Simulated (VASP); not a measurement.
# Mg4H in VASP: a series of runs

The runs below take Mg4H through relaxation of the atoms, with PBEsol.

All numbers are computed with VASP 6.6.1; they aren't measurements. Logs are shortened: lines on timing, memory, paths and dates and some standing lists are left out, and cuts for length are marked.

## 1. The cell of the first run

The cell holds a slab with vacuum, 5 atoms: a = 3.188 Å, b = 3.188 Å, c = 26.663 Å, α = 90.00°, β = 90.00°, γ = 120.00°.

## 2. Relaxation of the atoms, PBEsol

The input, INCAR:

```
SYSTEM = Mg4H
PREC = Accurate
ENCUT = 520
EDIFF = 1E-6
ISMEAR = 0
SIGMA = 0.1
LREAL = .FALSE.
LASPH = .TRUE.
NELM = 100
ALGO = Normal
ISIF = 2
LWAVE = .FALSE.
LCHARG = .FALSE.
LDIPOL = .TRUE.
IDIPOL = 3
DIPOL = 0.5 0.5 0.504
GGA = PS
IBRION = 2
NSW = 90
EDIFFG = -0.03
```

The input, KPOINTS:

```
Automatic mesh
0
G
  9 9 1
  0 0 0
```

The input, POSCAR:

```
Mg4H
1.0
    3.1881999938      0.0000000000      0.0000000000
   -1.5940999969      2.7610621870      0.0000000000
    0.0000000000      0.0000000000     26.6626988054
Mg H
4 1
Selective dynamics
Direct
    0.6666666667      0.3333333333      0.3187974354  F F F
    0.3333333333      0.6666666667      0.4145954247  F F F
    0.6666666667      0.3333333333      0.5089990241  T T T
    0.3333333333      0.6666666667      0.6063904499  T T T
    0.3333333333      0.6666666667      0.6709000486  T T T
```

Potentials or basis: VASP PAW PBE potentials, release 64 (Mg, H).

Command:

```
> cat potpaw_PBE.64/Mg/POTCAR potpaw_PBE.64/H/POTCAR > POTCAR
> mpirun -np 1 vasp_std > vasp.out
```

OUTCAR:

```text
SYSTEM = Mg4H
   PREC = Accurate
   ENCUT = 520
   EDIFF = 1E-6
   ISMEAR = 0
   LREAL = .FALSE.
   LASPH = .TRUE.
   NELM = 100
   ISIF = 2
   GGA = PS
   IBRION = 2
   NSW = 90
   EDIFFG = -0.03

 ion  position               nearest neighbor table
   1  0.667  0.333  0.319-   2 3.15   2 3.15   2 3.15
   2  0.333  0.667  0.415-   3 3.12   3 3.12   3 3.12   1 3.15   1 3.15   1 3.15
   3  0.667  0.333  0.509-   2 3.12   2 3.12   2 3.12   4 3.18   4 3.18   4 3.18
   4  0.333  0.667  0.606-   5 1.72   3 3.18   3 3.18   3 3.18
   5  0.333  0.667  0.671-   4 1.72

  LATTYP: Found a hexagonal cell.
 ALAT       =     3.1881999938
 C/A-ratio  =     8.3629317035

  Lattice vectors:

 A1 = (   3.1881999938,   0.0000000000,   0.0000000000)
 A2 = (  -1.5940999969,   2.7610621870,   0.0000000000)
 A3 = (   0.0000000000,   0.0000000000,  26.6626988054)

Analysis of symmetry for initial positions (statically):
=====================================================================
 Subroutine PRICEL returns:
 Original cell was already a primitive cell.

 Routine SETGRP: Setting up the symmetry group for a
 hexagonal supercell.

 Subroutine GETGRP returns: Found  6 space group operations
 (whereof  6 operations were pure point group operations)
 out of a pool of 24 trial point group operations.

The static configuration has the point symmetry C_3v.

Analysis of symmetry for dynamics (positions and initial velocities):
=====================================================================
 Subroutine PRICEL returns:
 Original cell was already a primitive cell.

 Routine SETGRP: Setting up the symmetry group for a
 hexagonal supercell.

 Subroutine GETGRP returns: Found  6 space group operations
 (whereof  6 operations were pure point group operations)
 out of a pool of 24 trial point group operations.

The dynamic configuration has the point symmetry C_3v.

Analysis of constrained symmetry for selective dynamics:
=====================================================================
 Subroutine PRICEL returns:
 Original cell was already a primitive cell.

 Routine SETGRP: Setting up the symmetry group for a
 hexagonal supercell.

 Subroutine GETGRP returns: Found  6 space group operations
 (whereof  6 operations were pure point group operations)
 out of a pool of 24 trial point group operations.

The constrained configuration has the point symmetry C_3v.

 Subroutine INISYM returns: Found  6 space group operations
 (whereof  6 operations are pure point group operations),
 and found     1 'primitive' translations

----------------------------------------------------------------------------------------

                                     Primitive cell

  volume of cell :     234.7069

  direct lattice vectors                    reciprocal lattice vectors
     3.188199994  0.000000000  0.000000000     0.313656609  0.181089728  0.000000000
    -1.594099997  2.761062187  0.000000000     0.000000000  0.362179456  0.000000000
     0.000000000  0.000000000 26.662698805     0.000000000  0.000000000  0.037505581

  length of vectors
     3.188199994  3.188199994 26.662698805     0.362179456  0.362179456  0.037505581

  position of ions in fractional coordinates (direct lattice)
     0.666666667  0.333333333  0.318797435
     0.333333333  0.666666667  0.414595425
     0.666666667  0.333333333  0.508999024
     0.333333333  0.666666667  0.606390450
     0.333333333  0.666666667  0.670900049

  ion indices of the primitive-cell ions
   primitive index   ion index
                 1           1
                 2           2
                 3           3
                 4           4
                 5           5

----------------------------------------------------------------------------------------

 KPOINTS: Automatic mesh

Automatic generation of k-mesh.
 Grid dimensions read from file:
 generate k-points for:    9    9    1

 Generating k-lattice:

  Cartesian coordinates                     Fractional coordinates (reciprocal lattice)
     0.034850734  0.020121081  0.000000000     0.111111111 -0.000000000  0.000000000
     0.000000000  0.040242162  0.000000000     0.000000000  0.111111111  0.000000000
     0.000000000  0.000000000  0.037505581     0.000000000  0.000000000  1.000000000

  Length of vectors
     0.040242162  0.040242162  0.037505581

  Shift w.r.t. Gamma in fractional coordinates (k-lattice)
     0.000000000  0.000000000  0.000000000

 Subroutine IBZKPT returns following result:
 ===========================================

 Found     12 irreducible k-points:

 Following reciprocal coordinates:
            Coordinates               Weight
  0.000000  0.000000  0.000000      1.000000
  0.111111  0.000000  0.000000      6.000000
  0.222222  0.000000  0.000000      6.000000
  0.333333 -0.000000  0.000000      6.000000
  0.444444  0.000000  0.000000      6.000000
  0.111111  0.111111  0.000000      6.000000
  0.222222  0.111111  0.000000     12.000000
  0.333333  0.111111  0.000000     12.000000
  0.444444  0.111111  0.000000      6.000000
  0.222222  0.222222  0.000000      6.000000
  0.333333  0.222222  0.000000     12.000000
  0.333333  0.333333  0.000000      2.000000
   k-points           NKPTS =     12   k-points in BZ     NKDIM =     12   number of bands    NBANDS=      8
   number of dos      NEDOS =    301   number of ions     NIONS =      5
   total plane-waves  NPLWV = 115200
   dimension x,y,z NGX =    24 NGY =   24 NGZ =  200
   dimension x,y,z NGXF=    48 NGYF=   48 NGZF=  400
   ions per type =               4   1
   NGX,Y,Z   is equivalent  to a cutoff of  12.51, 12.51, 12.47 a.u.
   NGXF,Y,Z  is equivalent  to a cutoff of  25.03, 25.03, 24.94 a.u.
 SYSTEM =  Mg4H
   PREC   = accura    normal or accurate (medium, high low for compatibility)
   ISTART =      0    job   : 0-new  1-cont  2-samecut
   ICHARG =      2    charge: 1-file 2-atom 10-const
   ISPIN  =      1    spin polarized calculation?
   LNONCOLLINEAR =      F non collinear calculations
   LSORBIT =      F    spin-orbit coupling
   LASPH  =      T    aspherical Exc in radial PAW
   ENCUT  =  520.0 eV  38.22 Ry    6.18 a.u.   5.93  5.93 49.57*2*pi/ulx,y,z
   NELM   =    100;   NELMIN=  2; NELMDL= -5     # of ELM steps
   EDIFF  = 0.1E-05   stopping-criterion for ELM
   LREAL  =      F    real-space projection
   EDIFFG = -.3E-01   stopping-criterion for IOM
   NSW    =     90    number of steps for IOM
   IBRION =      2    ionic relax: 0-MD 1-quasi-New 2-CG
   NFREE  =      1    steps in history (QN), initial steepest desc. (CG)
   ISIF   =      2    stress and relaxation
   ISYM   =      2    0-nonsym 1-usesym 2-fastsym
   POTIM  = 0.5000    time-step for ionic-motion
   TEBEG  =    0.0;   TEEND  =   0.0 temperature during run
   PSTRESS=    0.0 pullay stress
   NELECT =       9.0000    total number of electrons
   NUPDOWN=      -1.0000    fix difference up-down
   EMIN   =  10.00;   EMAX   =-10.00  energy-range for DOS
   EFERMI =   0.00;   METHOD = LEGACY
   ISMEAR =     0;   SIGMA  =   0.10  broadening in eV -4-tet -1-fermi 0-gaus
   EFERMI_NEDOS =   21; number of points for ismear=-14 and -15
   IALGO  =     38    algorithm
   IMIX   =      4    mixing-type and parameters
     AMIX     =   0.40;   BMIX     =  1.00
     AMIX_MAG =   1.60;   BMIX_MAG =  1.00
  volume/ion in A,a.u.               =      46.94       316.78
  Fermi-wavevector in a.u.,A,eV,Ry     =   0.552053  1.043228  4.146538  0.304762
  Thomas-Fermi vector in A             =   1.584324
   LORBIT       =      0    0 simple, 1 ext, 2 COOP (PROOUT), +10 PAW based schemes
   GGA     = PS    functional components
   LHFCALC =     F    Hartree Fock is set to
   AEXX    =    0.0000 exact exchange contribution
   IVDW    =     0    specifies the selected vdW correction
   LEPSILON=     F    determine dielectric tensor
   LRPA    =     F    only Hartree local field effects (RPA)
 conjugate gradient relaxation of ions
 non-spin polarized calculation
 Gauss-broadening in eV      SIGMA  =   0.10
  energy-cutoff  :      520.00
  volume of cell :      234.71
 maximum number of plane-waves:      6364
 NGX is ok and might be reduce to    24
   NGX = 11   NGY = 11   NGZ = 99

--------------------------------------- Ionic step        1  -------------------------------------------

 number of electron       9.0000000 magnetization

 Free energy of the ion-electron system (eV)
  ---------------------------------------------------
  ext. energy  EPLUGINS =         0.00000000
  ---------------------------------------------------
  free energy    TOTEN  =        -8.56935754 eV

  energy without entropy =       -8.56140758  energy(sigma->0) =       -8.56538256

------------------------ aborting loop because EDIFF is reached ----------------------------------------

  FORCE on cell =-STRESS in cart. coord.  units (eV):
  Direction    XX          YY          ZZ          XY          YZ          ZX
  --------------------------------------------------------------------------------------
  -------------------------------------------------------------------------------------
  Total        0.0542872      0.0542872      0.1727187      0.0000000      0.0000000      0.0000000
  in kB        0.3705802      0.3705802      1.1790279      0.0000000      0.0000000      0.0000000
  external PRESSURE =       0.6400628 kB  Pullay stress =       0.0000000 kB
[... 143 lines left out ...]
--------------------------------------- Ionic step        5  -------------------------------------------

 number of electron       9.0000000 magnetization

 dipolmoment           0.000000      0.000000      0.142877 electrons x Angstroem

 Free energy of the ion-electron system (eV)
  ---------------------------------------------------
  ext. energy  EPLUGINS =         0.00000000
  ---------------------------------------------------
  free energy    TOTEN  =        -8.57089179 eV

  energy without entropy =       -8.56281742  energy(sigma->0) =       -8.56685461

 E-fermi :  -2.2886     XC(G=0):  -4.0879

 val. band max:       -2.3695375622   @ k =   0.2222   0.1111   0.0000
 cond. band min:      -2.1100148831   @ k =   0.3333   0.2222   0.0000
 fundamental gap:      0.2595226791
 Fermi energy:        -2.2886100326

 k-point     1 :       0.0000    0.0000    0.0000
  band No.  band energies     occupation
      1      -8.9381      2.00000
      2      -8.1273      2.00000
      3      -6.8677      2.00000
      4      -5.3704      2.00000
      5      -3.8098      2.00000
      6      -1.5903      0.00000
      7       0.4626      0.00000
      8       1.7190      0.00000
[... 111 lines left out ...]
 k-point    12 :       0.3333    0.3333    0.0000
  band No.  band energies     occupation
      1      -3.0280      2.00000
      2      -2.6214      2.00000
      3      -2.5858      1.99997
      4      -2.4567      1.98258
      5      -1.8491      0.00000
      6      -1.8337      0.00000
      7      -1.7483      0.00000
      8      -0.5395      0.00000

------------------------ aborting loop because EDIFF is reached ----------------------------------------

 vacuum level on the upper side and lower side of the slab       (xc-potential included)         1.416        -1.523

  FORCE on cell =-STRESS in cart. coord.  units (eV):
  Direction    XX          YY          ZZ          XY          YZ          ZX
  --------------------------------------------------------------------------------------
  -------------------------------------------------------------------------------------
  Total        0.0519685      0.0519685      0.0956281      0.0000000      0.0000000     -0.0000000
  in kB        0.3547524      0.3547524      0.6527850      0.0000000      0.0000000     -0.0000000
  external PRESSURE =       0.4540966 kB  Pullay stress =       0.0000000 kB
[... 20 lines left out ...]
  FREE ENERGIE OF THE ION-ELECTRON SYSTEM (eV)
  ---------------------------------------------------
  free  energy   TOTEN  =        -8.5708917878 eV

  energy  without entropy=       -8.5628174230  energy(sigma->0) =       -8.56685461

 reached required accuracy - stopping structural energy minimisation

 vacuum level on the upper side and lower side of the slab         4.457         1.468
```

Wall time 64 s (1 thread of Intel Xeon 6975P-C (Granite Rapids), shared host); peak memory 0.33 GiB.

Results:

```yaml
Free_energy: -8.5709 eV
Energy_gained_by_relaxing: 0.3 meV/atom
Ionic_steps: 5
Band_gap_on_the_k_mesh: zero (an odd number of electrons rules out a gap without spin polarisation)
```

Step by step:
```
step  energy change (eV)  largest force on free atoms (eV/Å)  pressure (GPa)
   1              0.0000                              0.1319            0.06
   2             -0.0010                              0.0606            0.04
   3             -0.0011                              0.0494            0.03
   4             -0.0013                              0.0386            0.03
   5             -0.0015                              0.0052            0.05
```

Final structure:
```yaml
crystal:
  lattice:
    - [3.18820, 0.00000, 0.00000]
    - [-1.59410, 2.76106, 0.00000]
    - [0.00000, 0.00000, 26.66270]
  atoms:
    - { symbol: Mg, position: [0.66667, 0.33333, 0.31880] }
    - { symbol: Mg, position: [0.33333, 0.66667, 0.41460] }
    - { symbol: Mg, position: [0.66667, 0.33333, 0.50969] }
    - { symbol: Mg, position: [0.33333, 0.66667, 0.60598] }
    - { symbol: H, position: [0.33333, 0.66667, 0.67087] }
```

Levels at points of the mesh, in eV from the Fermi level:
```csv
k point,band 1,band 2,band 3,band 4,band 5,band 6,band 7,band 8
"(0.00, 0.00, 0.00)",-6.65,-5.84,-4.58,-3.08,-1.52,0.70,2.75,4.01
```

Caveat: the PAW data sets were made with another functional, which shifts forces and pressure a little.

[end of part 1 of 2]

The gap in the log of VASP goes by the Fermi energy; the results here count the filled bands.